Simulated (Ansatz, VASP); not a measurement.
## CuO: VASP beside Ansatz

```
Cu O
1.0
     3.17953    0.00000    0.00000
    -1.58977    2.75356    0.00000
     0.00000    0.00000    4.43149
Cu O
2 2
Direct
  0.00000 0.00000 0.00000
  0.00000 0.00000 0.50000
  0.33333 0.66667 0.25000
  0.66667 0.33333 0.75000
```

Alike in both runs: task relaxation of cell and atoms; functional BLYP; dispersion D3(BJ); k mesh 10 × 10 × 6; occupations fermi-dirac, width 0.05 eV; no spin polarisation.

|  | VASP | Ansatz |
| --- | --- | --- |
| version | VASP 6.6.1 | Ansatz 0.2.0 |
| potentials or method | VASP PAW PBE potentials, release 64 (Cu, O) | Ansatz PAW |
| plane-wave cutoff (eV) | 600 | 420 |
| valence electrons in the cell | 34 | 50 |

Ansatz gave:

- gap on the k mesh at the Fermi level, each at its own relaxed structure (eV): none
- relaxed volume (Å³/atom): 9.52
- relaxed length of the cell vector where the two differ most in proportion (Å): 2.946

Task: Which values does VASP return?

Result: gap on the k mesh at the Fermi level, each at its own relaxed structure (eV): none; relaxed volume (Å³/atom): 9.53; relaxed length of the cell vector where the two differ most in proportion (Å): 2.947.

VASP's potentials were made for PBE, not for BLYP. A gap of «none» marks a metal or a gap that the smearing closes. VASP's potentials hold 34 valence electrons a cell and Ansatz's 50, so a difference there can come from the potentials and not from the codes.

Noted on Ansatz's run: the plane-wave basis is chosen anew once the cell has moved, so the energies of steps on either side of that aren't comparable.
